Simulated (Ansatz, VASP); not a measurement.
# PPt: VASP beside Ansatz

```xyz
2
Lattice="0.0000 2.6617 2.6617 2.6617 0.0000 2.6617 2.6617 2.6617 0.0000" Properties=species:S:1:pos:R:3 pbc="T T T"
Pt    0.0000    0.0000    0.0000
P     1.3308    1.3308    1.3308
```

Alike in both runs: task single point; functional r2SCAN; k mesh 12 × 12 × 12; occupations gaussian, width 0.05 eV; no spin polarisation.

|  | VASP | Ansatz |
| --- | --- | --- |
| version | VASP 6.6.1 | Ansatz 0.2.0 |
| potentials or method | VASP PAW PBE potentials, release 64 (Pt, P), cutoff 520 eV | scalar-relativistic, plane waves, PAW |
| valence electrons in the cell | 15 | 23 |

|  | VASP | Ansatz | Ansatz less VASP |
| --- | --- | --- | --- |
| gap on the k mesh at the Fermi level (eV) | none | none | - |
| pressure (GPa) | -0.1 | 0.0 | +0.11 |

VASP's potentials were made for PBE, not for r2SCAN. A gap of «none» marks a metal or a gap that the smearing closes. The functional is the same, so the differences come from potentials, cutoffs and numerics. VASP's potentials hold 15 valence electrons a cell and Ansatz's 23, so a difference there can come from the potentials and not from the codes.

Spin-orbit coupling is off throughout.
